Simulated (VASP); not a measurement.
Wanted: the native input for a VASP 6.6.1 run.

| Item | Value |
| --- | --- |
| Task | relaxation of cell and atoms |
| Functional | PBEsol |
| Potentials or basis | VASP PAW PBE potentials, release 64 (Fe) |
| Cutoff | 600 eV |
| k mesh | 20 × 20 × 20 |
| Occupations | gaussian, width 0.1 eV |
| Spin | collinear spin, ferromagnetic start |
| Starting moments | [-0.22] μB |
| Dipole correction | no |
| Further INCAR settings | ALGO = Normal; EDIFF = 1e-06; IBRION = 2; EDIFFG = -0.01; NSW = 80; ISIF = 3 |

The structure of Fe lies in POSCAR:

```
Fe
1.0
    0.0000000000      1.7030310084      1.7030310084
    1.7030310084      0.0000000000      1.7030310084
    1.7030310084      1.7030310084      0.0000000000
Fe
1
Direct
    0.0000000000      0.0000000000      0.0000000000
```

This isn't the form of Fe at room conditions, which is bcc.

One way to write it, as run:

INCAR

```
SYSTEM = Fe
PREC = Accurate
ENCUT = 600
EDIFF = 1E-6
ISMEAR = 0
SIGMA = 0.1
LREAL = .FALSE.
LASPH = .TRUE.
NELM = 150
ALGO = Normal
ISIF = 3
LWAVE = .FALSE.
LCHARG = .FALSE.
ISPIN = 2
MAGMOM = -0.22
LORBIT = 11
LMAXMIX = 4
GGA = PS
IBRION = 2
NSW = 80
EDIFFG = -0.01
```

KPOINTS

```
regular mesh
0
G
  20 20 20
  0 0 0
```

Potentials or basis: VASP PAW PBE potentials, release 64 (Fe).

Launch:

```bash
$ cat potpaw_PBE.64/Fe/POTCAR > POTCAR
$ mpirun -np 1 vasp_std > vasp.out
```

It gave:

```yaml
Relaxed_volume: 9.87 Å³/atom
Relaxed_cell: a = 2.407 Å, b = 2.407 Å, c = 2.407 Å, α = 60.00°, β = 60.00°, γ = 60.00°
Space_group_after_relaxing_to_0.1_Å: Fm-3m (No. 225)
Energy_gained_by_relaxing: 0.0 meV/atom
Ionic_steps: 3
Pressure_after_relaxing: 0.0 GPa
Net_moment: -0.22 μB per cell
Site_moments: Fe -0.22 μB
Valence_electrons_inside_the_program's_atomic_spheres: Fe 7.60
```

Caveat: the PAW data sets were made with another functional, which shifts forces and pressure a little.

It took 48 s on 1 thread of Intel(R) Xeon(R) 6975P-C (Granite Rapids), with other jobs on the host, peak memory 0.17 GiB.
